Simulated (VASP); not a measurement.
# HgTe in VASP: notebook

The runs below take HgTe through single point, with PBE.

Everything below comes from runs of VASP 6.6.1. Logs are shortened: lines on timing, memory, paths and dates and some standing lists are left out, and cuts for length are marked.

## 1. The cell of the first run

The typed cell holds 2 atoms: a = 4.685 Å, b = 4.668 Å, c = 4.729 Å, α = 61.00°, β = 60.18°, γ = 60.59°.

## 2. Single point, PBE (atoms moved at random and the cell strained at random)

INCAR

```
PREC = Accurate
ENCUT = 520
EDIFF = 1E-6
ISMEAR = 0
SIGMA = 0.05
LREAL = False
LASPH = True
NELM = 60
ALGO = Normal
ISIF = 2
LWAVE = False
LCHARG = False
GGA = PE
NBANDS = 16
```

KPOINTS

```
Automatic mesh
0
Gamma
  10 10 10
```

POSCAR

```
HgTe
1.0
   -0.0145812435      3.3336020980      3.2921961834
    3.2978957380     -0.0262156277      3.3038305676
    3.3198383339      3.3671790780     -0.0481582236
Hg Te
1 1
Direct
   -0.0121960307      0.0022005371      0.0008504737
    0.2621960307      0.2477994629      0.2491495263
```

Potentials or basis: VASP PAW PBE potentials, release 64 (Hg, Te).

The run is started by

```bash
> cat potpaw_PBE.64/Hg/POTCAR potpaw_PBE.64/Te/POTCAR > POTCAR
> mpirun -np 1 vasp_std > vasp.out
```

OUTCAR:

```text
PREC = Accurate
   ENCUT = 520
   EDIFF = 1E-6
   ISMEAR = 0
   LREAL = False
   LASPH = True
   NELM = 60
   ISIF = 2
   GGA = PE

 ion  position               nearest neighbor table
   1  0.988  0.002  0.001-   2 2.79   2 2.91   2 2.92   2 2.93
   2  0.262  0.248  0.249-   1 2.79   1 2.91   1 2.92   1 2.93

  LATTYP: Found a triclinic cell.
 ALAT       =     4.7198992464
 B/A-ratio  =     2.4393956317
 C/A-ratio  =     1.0018855978
 COS(alpha) =     0.0001652545
 COS(beta)  =     0.5082408629
 COS(gamma) =     0.8115918530

  Lattice vectors:

 A1 = (  -3.3344195774,  -0.0335769800,   3.3403544070)
 A2 = (  -6.6614778024,   6.6598428437,   6.6209162062)
 A3 = (  -3.3198383339,  -3.3671790780,   0.0481582236)

Analysis of symmetry for initial positions (statically):
=====================================================================
 Subroutine PRICEL returns:
 Original cell was already a primitive cell.

 Routine SETGRP: Setting up the symmetry group for a
 triclinic supercell.

 Subroutine GETGRP returns: Found  1 space group operations
 (whereof  1 operations were pure point group operations)
 out of a pool of  2 trial point group operations.

The static configuration has the point symmetry C_1 .

Analysis of symmetry for dynamics (positions and initial velocities):
=====================================================================
 Subroutine PRICEL returns:
 Original cell was already a primitive cell.

 Routine SETGRP: Setting up the symmetry group for a
 triclinic supercell.

 Subroutine GETGRP returns: Found  1 space group operations
 (whereof  1 operations were pure point group operations)
 out of a pool of  2 trial point group operations.

The dynamic configuration has the point symmetry C_1 .

 Subroutine INISYM returns: Found  1 space group operations
 (whereof  1 operations are pure point group operations),
 and found     1 'primitive' translations

----------------------------------------------------------------------------------------

                                     Primitive cell

  volume of cell :      74.1003

  direct lattice vectors                    reciprocal lattice vectors
    -0.014581244  3.333602098  3.292196183    -0.150111841  0.150161469  0.151033707
     3.297895738 -0.026215628  3.303830568     0.151766731 -0.147487427  0.150014554
     3.319838334  3.367179078 -0.048158224     0.149796550  0.147172135 -0.148359664

  length of vectors
     4.685261067  4.668200936  4.728799078     0.260563260  0.259403254  0.257117159

  position of ions in fractional coordinates (direct lattice)
     0.987803969  0.002200537  0.000850474
     0.262196031  0.247799463  0.249149526

  ion indices of the primitive-cell ions
   primitive index   ion index
                 1           1
                 2           2

----------------------------------------------------------------------------------------

 KPOINTS: Automatic mesh

Automatic generation of k-mesh.
 Grid dimensions read from file:
 generate k-points for:   10   10   10

 Generating k-lattice:

  Cartesian coordinates                     Fractional coordinates (reciprocal lattice)
    -0.015011184  0.015016147  0.015103371     0.100000000  0.000000000  0.000000000
     0.015176673 -0.014748743  0.015001455     0.000000000  0.100000000 -0.000000000
     0.014979655  0.014717214 -0.014835966    -0.000000000  0.000000000  0.100000000

  Length of vectors
     0.026056326  0.025940325  0.025711716

  Shift w.r.t. Gamma in fractional coordinates (k-lattice)
     0.000000000  0.000000000  0.000000000

 Subroutine IBZKPT returns following result:
 ===========================================

 Found    504 irreducible k-points:

 Following reciprocal coordinates:
            Coordinates               Weight
  0.000000  0.000000  0.000000      1.000000
  0.100000 -0.000000 -0.000000      2.000000
  0.200000 -0.000000 -0.000000      2.000000
  0.300000 -0.000000  0.000000      2.000000
  0.400000 -0.000000 -0.000000      2.000000
  0.500000 -0.000000  0.000000      1.000000
[... 16 lines left out ...]
 -0.400000  0.200000 -0.000000      2.000000
 -0.300000  0.200000  0.000000      2.000000
 [... further k-points ...]
   k-points           NKPTS =    504   k-points in BZ     NKDIM =    504   number of bands    NBANDS=     16
   number of dos      NEDOS =    301   number of ions     NIONS =      2
   total plane-waves  NPLWV =  46656
   dimension x,y,z NGX =    36 NGY =   36 NGZ =   36
   dimension x,y,z NGXF=    72 NGYF=   72 NGZF=   72
   ions per type =               1   1
   NGX,Y,Z   is equivalent  to a cutoff of  12.77, 12.82, 12.66 a.u.
   NGXF,Y,Z  is equivalent  to a cutoff of  25.55, 25.64, 25.31 a.u.
 SYSTEM =  unknown system
   PREC   = accura    normal or accurate (medium, high low for compatibility)
   ISTART =      0    job   : 0-new  1-cont  2-samecut
   ICHARG =      2    charge: 1-file 2-atom 10-const
   ISPIN  =      1    spin polarized calculation?
   LNONCOLLINEAR =      F non collinear calculations
   LSORBIT =      F    spin-orbit coupling
   LASPH  =      T    aspherical Exc in radial PAW
   ENCUT  =  520.0 eV  38.22 Ry    6.18 a.u.   8.71  8.68  8.79*2*pi/ulx,y,z
   NELM   =     60;   NELMIN=  2; NELMDL= -5     # of ELM steps
   EDIFF  = 0.1E-05   stopping-criterion for ELM
   LREAL  =      F    real-space projection
   EDIFFG = 0.1E-04   stopping-criterion for IOM
   NSW    =      0    number of steps for IOM
   IBRION =     -1    ionic relax: 0-MD 1-quasi-New 2-CG
   NFREE  =      0    steps in history (QN), initial steepest desc. (CG)
   ISIF   =      2    stress and relaxation
   ISYM   =      2    0-nonsym 1-usesym 2-fastsym
   POTIM  = 0.5000    time-step for ionic-motion
   TEBEG  =    0.0;   TEEND  =   0.0 temperature during run
   PSTRESS=    0.0 pullay stress
   NELECT =      18.0000    total number of electrons
   NUPDOWN=      -1.0000    fix difference up-down
   EMIN   =  10.00;   EMAX   =-10.00  energy-range for DOS
   EFERMI =   0.00;   METHOD = LEGACY
   ISMEAR =     0;   SIGMA  =   0.05  broadening in eV -4-tet -1-fermi 0-gaus
   EFERMI_NEDOS =   21; number of points for ismear=-14 and -15
   IALGO  =     38    algorithm
   IMIX   =      4    mixing-type and parameters
     AMIX     =   0.40;   BMIX     =  1.00
     AMIX_MAG =   1.60;   BMIX_MAG =  1.00
  volume/ion in A,a.u.               =      37.05       250.03
  Fermi-wavevector in a.u.,A,eV,Ry     =   1.021470  1.930299 14.196341  1.043402
  Thomas-Fermi vector in A             =   2.155097
   LORBIT       =      0    0 simple, 1 ext, 2 COOP (PROOUT), +10 PAW based schemes
   GGA     = PE    functional components
   LHFCALC =     F    Hartree Fock is set to
   AEXX    =    0.0000 exact exchange contribution
   IVDW    =     0    specifies the selected vdW correction
   LEPSILON=     F    determine dielectric tensor
   LRPA    =     F    only Hartree local field effects (RPA)
 non-spin polarized calculation
 Gauss-broadening in eV      SIGMA  =   0.05
  energy-cutoff  :      520.00
  volume of cell :       74.10
 maximum number of plane-waves:      2018
   NGX = 17   NGY = 17   NGZ = 17

 number of electron      17.9999999 magnetization

 Free energy of the ion-electron system (eV)
  ---------------------------------------------------
  ext. energy  EPLUGINS =         0.00000000
  ---------------------------------------------------
  free energy    TOTEN  =        -3.63292592 eV

  energy without entropy =       -3.63286927  energy(sigma->0) =       -3.63289760

 E-fermi :   2.2048     XC(G=0):  -8.3247

 val. band max:        2.1515384026   @ k =  -0.0000   0.0000   0.1000
 cond. band min:       2.2306856731   @ k =   0.0000   0.0000   0.0000
 fundamental gap:      0.0791472705
 Fermi energy:         2.2048148257

 k-point     1 :       0.0000    0.0000    0.0000
  band No.  band energies     occupation
      1      -9.2162      2.00000
      2      -4.7835      2.00000
      3      -4.6822      2.00000
      4      -4.6502      2.00000
      5      -4.2797      2.00000
      6      -4.2742      2.00000
[... 8 lines left out ...]
     15      11.4441      0.00000
     16      11.6464      0.00000

 k-point     2 :       0.1000   -0.0000   -0.0000
  band No.  band energies     occupation
      1      -9.1720      2.00000
      2      -4.7668      2.00000
      3      -4.6667      2.00000
      4      -4.6360      2.00000
      5      -4.2826      2.00000
      6      -4.2772      2.00000
[... 8 lines left out ...]
     15      10.8890      0.00000
     16      11.0760      0.00000

 k-point     3 :       0.2000   -0.0000   -0.0000
  band No.  band energies     occupation
      1      -9.0525      2.00000
      2      -4.7023      2.00000
      3      -4.6268      2.00000
      4      -4.5998      2.00000
      5      -4.2883      2.00000
      6      -4.2829      2.00000
[... 8 lines left out ...]
     15      10.5072      0.00000
     16      10.6993      0.00000

 k-point     4 :       0.3000   -0.0000    0.0000
  band No.  band energies     occupation
      1      -8.8969      2.00000
      2      -4.5803      2.00000
      3      -4.5712      2.00000
      4      -4.5406      2.00000
      5      -4.2907      2.00000
      6      -4.2841      2.00000
[... 8 lines left out ...]
     15      10.6497      0.00000
     16      10.8686      0.00000
[... 324 lines left out ...]
 k-point    22 :       0.5000    0.2000    0.0000
  band No.  band energies     occupation
      1      -8.6724      2.00000
      2      -4.5354      2.00000
      3      -4.4752      2.00000
      4      -4.3611      2.00000
      5      -4.2684      2.00000
      6      -4.0785      2.00000
[... 8 lines left out ...]
     15      12.0248      0.00000
     16      12.2530      0.00000

 k-point    23 :      -0.4000    0.2000   -0.0000
  band No.  band energies     occupation
      1      -8.6610      2.00000
      2      -4.5293      2.00000
      3      -4.4890      2.00000
      4      -4.3143      2.00000
      5      -4.2825      2.00000
      6      -4.0336      2.00000
[... 8 lines left out ...]
     15      11.2600      0.00000
     16      12.0334      0.00000

 k-point    24 :      -0.3000    0.2000    0.0000
  band No.  band energies     occupation
      1      -8.7339      2.00000
      2      -4.5485      2.00000
      3      -4.5265      2.00000
      4      -4.3231      2.00000
      5      -4.2945      2.00000
      6      -4.2268      2.00000
[... 8 lines left out ...]
     15      11.1465      0.00000
     16      12.3345      0.00000

 [... further k-points ...]

------------------------ aborting loop because EDIFF is reached ----------------------------------------

  FORCE on cell =-STRESS in cart. coord.  units (eV):
  Direction    XX          YY          ZZ          XY          YZ          ZX
  --------------------------------------------------------------------------------------
  -------------------------------------------------------------------------------------
  Total        0.0171667     -0.0909367     -0.0092726     -0.2990569      0.3630913     -0.1758783
  in kB        0.3711740     -1.9662116     -0.2004902     -6.4661345      7.8506694     -3.8027967
  external PRESSURE =      -0.5985093 kB  Pullay stress =       0.0000000 kB

 VOLUME and BASIS-vectors are now :
 -----------------------------------------------------------------------------
  energy-cutoff  :      520.00
  volume of cell :       74.10
      direct lattice vectors                 reciprocal lattice vectors
    -0.014581244  3.333602098  3.292196183    -0.150111841  0.150161469  0.151033707
     3.297895738 -0.026215628  3.303830568     0.151766731 -0.147487427  0.150014554
     3.319838334  3.367179078 -0.048158224     0.149796550  0.147172135 -0.148359664

 POSITION                                       TOTAL-FORCE (eV/Angst)
 -----------------------------------------------------------------------------------
     -0.00432      3.29575      3.25927        -0.161250      0.206470      0.215901
      1.64053      1.70649      1.66989         0.161250     -0.206470     -0.215901
 -----------------------------------------------------------------------------------
    total drift:                               -0.000303     -0.000188      0.000244

  FREE ENERGIE OF THE ION-ELECTRON SYSTEM (eV)
  ---------------------------------------------------
  free  energy   TOTEN  =        -3.6329259179 eV

  energy  without entropy=       -3.6328692729  energy(sigma->0) =       -3.63289760
```

It took 8.3 min on 1 thread of Oxide Virtual Turin-like, shared host; peak memory 0.67 GiB.

Results:

- Free energy: -3.6329 eV
- Pressure: -0.1 GPa
- Largest force: 0.339 eV/Å
- Band gap on the k mesh: 0.08 eV (least direct gap 0.08 eV)

Forces on the atoms (eV/Å):
```
Hg  -0.161  0.206  0.216
Te   0.161 -0.206 -0.216
```

Stress tensor (GPa, compression positive):
```
 0.04 -0.65 -0.38
-0.65 -0.20  0.79
-0.38  0.79 -0.02
```

Caveat: the cell differs from its parent crystal (atoms moved at random and the cell strained at random); spin-orbit coupling is left out, which moves the levels of the heavy elements.

(Part 1 of 2 ends here.)

The gap in the log of VASP goes by the Fermi energy; the results here count the filled bands.